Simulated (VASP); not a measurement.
Cu, 1 atom in the cell. It takes space group I4/mmm (No. 139, tetragonal). The conventional cell has a = 2.633 Å, b = 2.633 Å, c = 3.615 Å, α = 90.00°, β = 90.00°, γ = 90.00°. Cu (site symmetry 4/mmm) has 12 Cu at 2.59 to 2.63 Å within 3.4 Å.  This cell differs from its parent crystal: strain +0.030 along x and y, +0.000 along z.

- Program: VASP 6.6.1
- Task: single point
- Functional: PBE
- Potentials or basis: VASP PAW PBE potentials, release 64 (Cu)
- Cutoff: 520 eV
- k mesh: 22 × 22 × 22
- Occupations: gaussian, width 0.15 eV
- Spin: no spin polarisation
- Dipole correction: no
- Further INCAR settings: ALGO = Normal; EDIFF = 1e-07; NBANDS = 12

Potentials or basis: VASP PAW PBE potentials, release 64 (Cu).

Run with:

```bash
$ cat potpaw_PBE.64/Cu/POTCAR > POTCAR
$ mpirun -np 1 vasp_std > vasp.out
```

Hardware: 1 thread of Intel(R) Xeon(R) 6975P-C (Granite Rapids), with other jobs on the host.

Q: Estimate the wall time of this run.

A: It took 54 s on 1 thread of Intel(R) Xeon(R) 6975P-C (Granite Rapids), with other jobs on the host, peak memory 0.22 GiB. Counts: scf iterations 12, k points 834.
